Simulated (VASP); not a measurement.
Here is a VASP 6.6.1 calculation.

The input INCAR:

```
SYSTEM = SiC
PREC = Accurate
ENCUT = 520
EDIFF = 1E-6
ISMEAR = -1
SIGMA = 0.05
LREAL = .False.
LASPH = .True.
NELM = 100
ALGO = Normal
ISIF = 2
LWAVE = .False.
LCHARG = .True.
GGA = RP
LELF = .True.
LVHAR = .True.
NBANDS = 26
```

The input KPOINTS:

```
regular mesh
0
Gamma
  10 10 3
  0 0 0
```

Contents of POSCAR:

```
SiC
1.0
    3.1096849922      0.0000000000      0.0000000000
   -1.5548424961      2.6930662010      0.0000000000
    0.0000000000      0.0000000000     10.1797966474
Si C
4 4
Direct
    0.0000000000      0.0000000000      0.1879065357
    0.0000000000      0.0000000000      0.6879065357
    0.3333333333      0.6666666667      0.4378457877
    0.6666666667      0.3333333333      0.9378457877
    0.0000000000      0.0000000000      0.0004409038
    0.0000000000      0.0000000000      0.5004409038
    0.3333333333      0.6666666667      0.2498057728
    0.6666666667      0.3333333333      0.7498057728
```

Potentials or basis: VASP PAW PBE potentials, release 64 (Si, C).

Command:

```console
$ cat potpaw_PBE.64/Si/POTCAR potpaw_PBE.64/C/POTCAR > POTCAR
$ mpirun -np 1 vasp_std > vasp.out
```

Problem. Predict the band gap on the k mesh.

Solution. 2.24 eV, indirect (least direct gap 3.34 eV).

Problem. Estimate the pressure.

Solution. -0.5 GPa.

Caveat: the PAW data sets were made with another functional, which shifts forces and pressure a little. A k mesh can miss the band edges.
